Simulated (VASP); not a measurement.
# SrTiO3 (R-3m) in VASP: notebook, part 2 of 2

VASP 6.6.1. The steps go on from the part before.

## (4) Single point, PBE (equal xy, yz and zx shear strains of +3 %)

The input, INCAR:

```
SYSTEM = SrTiO3
ALGO = Normal ; EDIFF = 1E-6
ENCUT = 520 ; GGA = PE
ISIF = 2 ; ISMEAR = -1
LASPH = .TRUE. ; LCHARG = .FALSE.
LREAL = .FALSE. ; LWAVE = .FALSE.
NBANDS = 28 ; NELM = 80
PREC = Accurate ; SIGMA = 0.05
```

The input, KPOINTS:

```
k-points
0
G
  7 7 7
  0 0 0
```

The input, POSCAR:

```
SrTiO3
1.0
    3.9050000000      0.0585750000      0.0585750000
    0.0585750000      3.9050000000      0.0585750000
    0.0585750000      0.0585750000      3.9050000000
Sr Ti O
1 1 3
Direct
    0.0000000000      0.0000000000      0.0000000000
    0.5000000000      0.5000000000      0.5000000000
    0.0000000000      0.5000000000      0.5000000000
    0.5000000000      0.0000000000      0.5000000000
    0.5000000000      0.5000000000      0.0000000000
```

The run is started by

```
$ cat potpaw_PBE.64/Sr_sv/POTCAR potpaw_PBE.64/Ti_sv/POTCAR potpaw_PBE.64/O/POTCAR > POTCAR
$ mpirun -np 1 vasp_std > vasp.out
```

Wall time 2.4 min (1 thread of Intel Xeon 8259CL, shared host); peak memory 0.22 GiB.

Results (log left out):

```yaml
Free_energy: -40.0189 eV
Pressure: 5.2 GPa
Band_gap_on_the_k_mesh: 1.83 eV (least direct gap 2.05 eV)
```

Stress tensor (GPa, compression positive):
```
 5.22 -3.39 -3.39
-3.39  5.22 -3.39
-3.39 -3.39  5.22
```

Levels at points of the mesh, in eV from the valence-band top:
```
           k point  band 17  band 18  band 19  band 20  band 21  band 22  band 23  band 24
(0.00, 0.00, 0.00)    -1.01    -0.47    -0.22    -0.22     1.83     1.83     1.97     4.33
```

Caveat: the cell differs from its parent crystal (equal xy, yz and zx shear strains of +3 %); the cell stands under pressure; an odd mesh through Γ misses points on the zone boundary, where band edges can lie.

## (5) Single point, PBE (equal xy, yz and zx shear strains of -3 %)

The input, INCAR:

```
ALGO = Normal ; EDIFF = 1E-6
ENCUT = 520 ; GGA = PE
ISIF = 2 ; ISMEAR = -1
LASPH = T ; LCHARG = T
LELF = T ; LREAL = F
LVHAR = T ; LWAVE = F
NBANDS = 28 ; NELM = 60
PREC = Accurate ; SIGMA = 0.05
```

The input, KPOINTS:

```
k-points
0
Gamma
  7 7 7
```

POSCAR, as its differences from that of step 4:

```diff
@@ -2,5 +2,5 @@
 1.0
-    3.9050000000      0.0585750000      0.0585750000
-    0.0585750000      3.9050000000      0.0585750000
-    0.0585750000      0.0585750000      3.9050000000
+    3.9050000000     -0.0585750000     -0.0585750000
+   -0.0585750000      3.9050000000     -0.0585750000
+   -0.0585750000     -0.0585750000      3.9050000000
 Sr Ti O
```

Potentials or basis: VASP PAW PBE potentials, release 64 (Sr_sv, Ti_sv, O).

The run is started by

```
$ cat potpaw_PBE.64/Sr_sv/POTCAR potpaw_PBE.64/Ti_sv/POTCAR potpaw_PBE.64/O/POTCAR > POTCAR
$ mpirun -np 1 vasp_std > vasp.out
```

OUTCAR:

```text
EDIFF = 1E-6
   ENCUT = 520
   GGA = PE
   ISIF = 2
   ISMEAR = -1
   LASPH = T
   LREAL = F
   NELM = 60
   PREC = Accurate

 ion  position               nearest neighbor table
   1  0.000  0.000  0.000-   3 2.72   4 2.72   5 2.72   3 2.72   4 2.72   5 2.72   5 2.80   3 2.80
                             4 2.80   5 2.80   4 2.80   3 2.80   2 3.28   2 3.28   2 3.42   2 3.42
   2  0.500  0.500  0.500-   3 1.95   4 1.95   5 1.95   5 1.95   4 1.95   3 1.95   1 3.28   1 3.28
                             1 3.42   1 3.42   1 3.42   1 3.42   1 3.42   1 3.42
   3  0.000  0.500  0.500-   2 1.95   2 1.95   1 2.72   1 2.72   1 2.80   1 2.80
   4  0.500  0.000  0.500-   2 1.95   2 1.95   1 2.72   1 2.72   1 2.80   1 2.80
   5  0.500  0.500  0.000-   2 1.95   2 1.95   1 2.72   1 2.72   1 2.80   1 2.80

  LATTYP: Found a trigonal (rhomboedric) cell.
 ALAT       =     3.9058785262
 COS(alpha) =    -0.0297616073

  Lattice vectors:

 A1 = (   3.9050000000,  -0.0585750000,  -0.0585750000)
 A2 = (  -0.0585750000,   3.9050000000,  -0.0585750000)
 A3 = (  -0.0585750000,  -0.0585750000,   3.9050000000)

Analysis of symmetry for initial positions (statically):
=====================================================================
 Subroutine PRICEL returns:
 Original cell was already a primitive cell.

 Routine SETGRP: Setting up the symmetry group for a
 trigonal (rhombohedral) supercell.

 Subroutine GETGRP returns: Found 12 space group operations
 (whereof 12 operations were pure point group operations)
 out of a pool of 12 trial point group operations.

The static configuration has the point symmetry D_3d.

Analysis of symmetry for dynamics (positions and initial velocities):
=====================================================================
 Subroutine PRICEL returns:
 Original cell was already a primitive cell.

 Routine SETGRP: Setting up the symmetry group for a
[... 131 lines left out ...]
     AMIX     =   0.40;   BMIX     =  1.00
     AMIX_MAG =   1.60;   BMIX_MAG =  1.00
  volume/ion in A,a.u.               =      11.90        80.31
  Fermi-wavevector in a.u.,A,eV,Ry     =   1.434077  2.710013 27.981433  2.056577
  Thomas-Fermi vector in A             =   2.553525
   LORBIT       =      0    0 simple, 1 ext, 2 COOP (PROOUT), +10 PAW based schemes
   GGA     = PE    functional components
   LHFCALC =     F    Hartree Fock is set to
   AEXX    =    0.0000 exact exchange contribution
   IVDW    =     0    specifies the selected vdW correction
   LEPSILON=     F    determine dielectric tensor
   LRPA    =     F    only Hartree local field effects (RPA)
 non-spin polarized calculation
  energy-cutoff  :      520.00
  volume of cell :       59.51
 maximum number of plane-waves:      1625
 NGX is ok and might be reduce to    30
   NGX = 15   NGY = 15   NGZ = 15

 number of electron      40.0000018 magnetization

 Free energy of the ion-electron system (eV)
  ---------------------------------------------------
  ext. energy  EPLUGINS =         0.00000000
  ---------------------------------------------------
  free energy    TOTEN  =       -40.01652344 eV

  energy without entropy =      -40.01652343  energy(sigma->0) =      -40.01652344

 E-fermi :   5.0796     XC(G=0): -11.2738

 val. band max:        4.1459952860   @ k =   0.4286   0.4286   0.4286
 cond. band min:       5.9092454940   @ k =   0.0000   0.0000   0.0000
 fundamental gap:      1.7632502079
 Fermi energy:         5.0796155851

 k-point     1 :       0.0000    0.0000    0.0000
  band No.  band energies     occupation
      1     -52.2969      2.00000
      2     -28.6157      2.00000
      3     -28.5688      2.00000
      4     -28.5307      2.00000
      5     -28.5307      2.00000
      6     -13.2596      2.00000
[... 733 lines left out ...]
     27      12.2321      0.00000
     28      12.5850      0.00000

 [... further k-points ...]

------------------------ aborting loop because EDIFF is reached ----------------------------------------

  FORCE on cell =-STRESS in cart. coord.  units (eV):
  Direction    XX          YY          ZZ          XY          YZ          ZX
  --------------------------------------------------------------------------------------
  -------------------------------------------------------------------------------------
  Total        1.9407402      1.9407402      1.9407402      1.2983259      1.2983259      1.2983259
  in kB       52.2529780     52.2529780     52.2529780     34.9564542     34.9564542     34.9564542
  external PRESSURE =      52.2529780 kB  Pullay stress =       0.0000000 kB

 VOLUME and BASIS-vectors are now :
 -----------------------------------------------------------------------------
  energy-cutoff  :      520.00
  volume of cell :       59.51
      direct lattice vectors                 reciprocal lattice vectors
     3.905000000 -0.058575000 -0.058575000     0.256198991  0.003901507  0.003901507
    -0.058575000  3.905000000 -0.058575000     0.003901507  0.256198991  0.003901507
    -0.058575000 -0.058575000  3.905000000     0.003901507  0.003901507  0.256198991

 POSITION                                       TOTAL-FORCE (eV/Angst)
 -----------------------------------------------------------------------------------
      0.00000      0.00000      0.00000        -0.000000     -0.000000     -0.000000
      1.89393      1.89393      1.89392         0.000000      0.000000     -0.000000
     -0.05858      1.92321      1.92321         0.000000      0.000000     -0.000000
      1.92321     -0.05858      1.92321        -0.000000      0.000000      0.000000
      1.92321      1.92321     -0.05858         0.000000     -0.000000     -0.000000
 -----------------------------------------------------------------------------------
    total drift:                                0.000000      0.000000     -0.000000

  FREE ENERGIE OF THE ION-ELECTRON SYSTEM (eV)
  ---------------------------------------------------
  free  energy   TOTEN  =       -40.0165234360 eV

  energy  without entropy=      -40.0165234346  energy(sigma->0) =      -40.01652344
```

Run time: 1.8 min. Hardware: 1 thread of Intel Xeon 8259CL, shared host; peak memory 0.22 GiB.

What came out:

```yaml
Free_energy: -40.0165 eV
Pressure: 5.2 GPa
Band_gap_on_the_k_mesh: 1.76 eV (least direct gap 1.94 eV)
```

Stress tensor (GPa, compression positive):
```
5.23 3.50 3.50
3.50 5.23 3.50
3.50 3.50 5.23
```

Caveat: the cell differs from its parent crystal (equal xy, yz and zx shear strains of -3 %); the cell stands under pressure; an odd mesh through Γ misses points on the zone boundary, where band edges can lie.

## (6) Single point, PBE (equal xy, yz and zx shear strains of -1 %)

The input, INCAR:

```
SYSTEM = SrTiO3
PREC = Accurate
ENCUT = 520
EDIFF = 1E-7
ISMEAR = -1
SIGMA = 0.05
LREAL = .FALSE.
LASPH = .TRUE.
NELM = 60
ALGO = Normal
ISIF = 2
LWAVE = .FALSE.
LCHARG = .FALSE.
GGA = PE
NBANDS = 28
```

The input, KPOINTS:

```
Automatic mesh
0
G
  7 7 7
  0 0 0
```

POSCAR, as its differences from that of step 5:

```diff
@@ -2,5 +2,5 @@
 1.0
-    3.9050000000     -0.0585750000     -0.0585750000
-   -0.0585750000      3.9050000000     -0.0585750000
-   -0.0585750000     -0.0585750000      3.9050000000
+    3.9050000000     -0.0195250000     -0.0195250000
+   -0.0195250000      3.9050000000     -0.0195250000
+   -0.0195250000     -0.0195250000      3.9050000000
 Sr Ti O
```

Potentials or basis: VASP PAW PBE potentials, release 64 (Sr_sv, Ti_sv, O).

The run is started by

```
$ cat potpaw_PBE.64/Sr_sv/POTCAR potpaw_PBE.64/Ti_sv/POTCAR potpaw_PBE.64/O/POTCAR > POTCAR
$ mpirun -np 1 vasp_std > vasp.out
```

OUTCAR:

```text
SYSTEM = SrTiO3
   PREC = Accurate
   ENCUT = 520
   EDIFF = 1E-7
   ISMEAR = -1
   LREAL = .FALSE.
   LASPH = .TRUE.
   NELM = 60
   ISIF = 2
   GGA = PE

 ion  position               nearest neighbor table
   1  0.000  0.000  0.000-   3 2.75   4 2.75   5 2.75   3 2.75   4 2.75   5 2.75   5 2.78   3 2.78
                             4 2.78   5 2.78   4 2.78   3 2.78   2 3.35   2 3.35   2 3.39   2 3.39
   2  0.500  0.500  0.500-   3 1.95   4 1.95   5 1.95   5 1.95   4 1.95   3 1.95   1 3.35   1 3.35
                             1 3.39   1 3.39   1 3.39   1 3.39   1 3.39   1 3.39
[... 952 lines left out ...]
  -------------------------------------------------------------------------------------
  Total        1.8545342      1.8545342      1.8545342      0.4278149      0.4278149      0.4278149
  in kB       49.9016616     49.9016616     49.9016616     11.5116099     11.5116099     11.5116099
  external PRESSURE =      49.9016616 kB  Pullay stress =       0.0000000 kB

 VOLUME and BASIS-vectors are now :
 -----------------------------------------------------------------------------
  energy-cutoff  :      520.00
  volume of cell :       59.54
      direct lattice vectors                 reciprocal lattice vectors
     3.905000000 -0.019525000 -0.019525000     0.256094815  0.001286909  0.001286909
    -0.019525000  3.905000000 -0.019525000     0.001286909  0.256094815  0.001286909
    -0.019525000 -0.019525000  3.905000000     0.001286909  0.001286909  0.256094815

 POSITION                                       TOTAL-FORCE (eV/Angst)
 -----------------------------------------------------------------------------------
      0.00000      0.00000      0.00000        -0.000000      0.000000      0.000000
      1.93298      1.93298      1.93297         0.000000     -0.000000     -0.000000
     -0.01953      1.94274      1.94274        -0.000000      0.000000     -0.000000
      1.94274     -0.01953      1.94274        -0.000000      0.000000      0.000000
      1.94274      1.94274     -0.01953         0.000000     -0.000000      0.000000
 -----------------------------------------------------------------------------------
    total drift:                                0.000000      0.000000     -0.000000

  FREE ENERGIE OF THE ION-ELECTRON SYSTEM (eV)
  ---------------------------------------------------
  free  energy   TOTEN  =       -40.0699227595 eV

  energy  without entropy=      -40.0699227587  energy(sigma->0) =      -40.06992276
```

It took 2.3 min on 1 thread of Intel Xeon 8259CL, shared host; peak memory 0.22 GiB.

What came out:

* Free energy: -40.0699 eV
* Pressure: 5.0 GPa
* Band gap on the k mesh: 1.87 eV (least direct gap 2.13 eV)

Stress tensor (GPa, compression positive):
```
4.99 1.15 1.15
1.15 4.99 1.15
1.15 1.15 4.99
```

Caveat: the cell differs from its parent crystal (equal xy, yz and zx shear strains of -1 %); the cell stands under pressure; an odd mesh through Γ misses points on the zone boundary, where band edges can lie.

## (7) Summary

| cell | gap on the mesh (eV) | pressure (GPa) |
| --- | --- | --- |
| a = 3.905 Å, angles 91.1°, 5 atoms | 1.82 | 5.1 |
| a = 3.905 Å, angles 89.4°, 5 atoms | 1.90 | 5.0 |
| a = 3.906 Å, angles 88.3°, 5 atoms | 1.83 | 5.2 |
| a = 3.906 Å, angles 91.7°, 5 atoms | 1.76 | 5.2 |
| a = 3.905 Å, angles 90.6°, 5 atoms | 1.87 | 5.0 |

Alike in all rows: task single point; level PBE; potentials or basis VASP PAW PBE potentials, release 64 (Sr_sv, Ti_sv, O); no spin polarisation; k mesh 7 × 7 × 7; cutoff (eV) 520; smearing fermi-dirac 0.05 eV.

Caveats: the cell stands under pressure; an odd mesh through Γ misses points on the zone boundary, where band edges can lie.

Total energies depend on the potentials used, so only differences within one code and one set of settings carry meaning.
